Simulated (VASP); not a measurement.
Set up this calculation in VASP 6.6.1, as the native input.

```yaml
Task: single point
Functional: LDA
Potentials_or_basis: VASP PAW LDA potentials, release 64 (Be)
Cutoff: 520 eV
k_mesh: 16 × 16 × 9
Occupations: fermi-dirac, width 0.6 eV
Spin: no spin polarisation
Dipole_correction: no
Further_INCAR_settings: ALGO = Normal; EDIFF = 1e-06; NBANDS = 9
```

The structure of Be lies in POSCAR:

```
Be
1.0
    2.2295160349      0.0000000000      0.0000000000
   -1.1147580175      1.9308175243      0.0000000000
    0.0000000000      0.0000000000      3.5083258361
Be
2
Direct
    0.3333333333      0.6666666667      0.2500000000
    0.6666666667      0.3333333333      0.7500000000
```

One way to write it, as run:

INCAR

```
SYSTEM = Be
  PREC = Accurate
  ENCUT = 520
  EDIFF = 1E-6
  ISMEAR = -1
  SIGMA = 0.6
  LREAL = .False.
  LASPH = .True.
  NELM = 100
  ALGO = Normal
  ISIF = 2
  LWAVE = .False.
  LCHARG = .False.
  GGA = CA
  NBANDS = 9
```

KPOINTS

```
regular mesh
0
Gamma
  16 16 9
  0 0 0
```

Potentials or basis: VASP PAW LDA potentials, release 64 (Be).

Run with:

```bash
$ cat potpaw_LDA.64/Be/POTCAR > POTCAR
$ mpirun -np 1 vasp_std > vasp.out
```

It gave:

| Property | Result |
| --- | --- |
| Pressure | 2.1 GPa |
| Band gap on the k mesh | zero (band 2 reaches 8.05 eV, above the bottom of band 3 at 6.47 eV) |

Wall time 6.2 s on 1 thread of Intel(R) Xeon(R) 6975P-C (Granite Rapids), with other jobs on the host, peak memory 0.12 GiB.
